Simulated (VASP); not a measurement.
Input of a VASP 6.6.1 run:

Contents of INCAR:

```
SYSTEM = Te2Mo
PREC = Accurate
ENCUT = 520
EDIFF = 1E-6
ISMEAR = 0
SIGMA = 0.1
LREAL = .FALSE.
LASPH = .TRUE.
NELM = 80
ALGO = Normal
ISIF = 2
LWAVE = .FALSE.
LCHARG = .TRUE.
GGA = PE
LELF = .TRUE.
LVHAR = .TRUE.
NBANDS = 35
```

KPOINTS

```
regular mesh
0
G
  4 4 4
  0 0 0
```

POSCAR

```
Te2Mo
1.0
    0.0000000000      4.3280463014      4.3280463014
    4.3280463014      0.0000000000      4.3280463014
    4.3280463014      4.3280463014      0.0000000000
Te Mo
4 2
Direct
    0.6250000000      0.6250000000      0.6250000000
    0.1250000000      0.6250000000      0.6250000000
    0.6250000000      0.6250000000      0.1250000000
    0.6250000000      0.1250000000      0.6250000000
    0.0000000000      0.0000000000      0.0000000000
    0.2500000000      0.2500000000      0.2500000000
```

Potentials or basis: VASP PAW PBE potentials, release 64 (Te, Mo_sv).

Command:

```console
$ cat potpaw_PBE.64/Te/POTCAR potpaw_PBE.64/Mo_sv/POTCAR > POTCAR
$ mpirun -np 1 vasp_std > vasp.out
```

Question: Estimate the band gap on the k mesh.

Answer: Zero (bands 26 and 27 overlap by 0.77 eV).

Question: Predict the pressure.

Answer: -5.0 GPa.

Caveat: the cell stands under tension; spin-orbit coupling is left out, which moves the levels of the heavy elements.
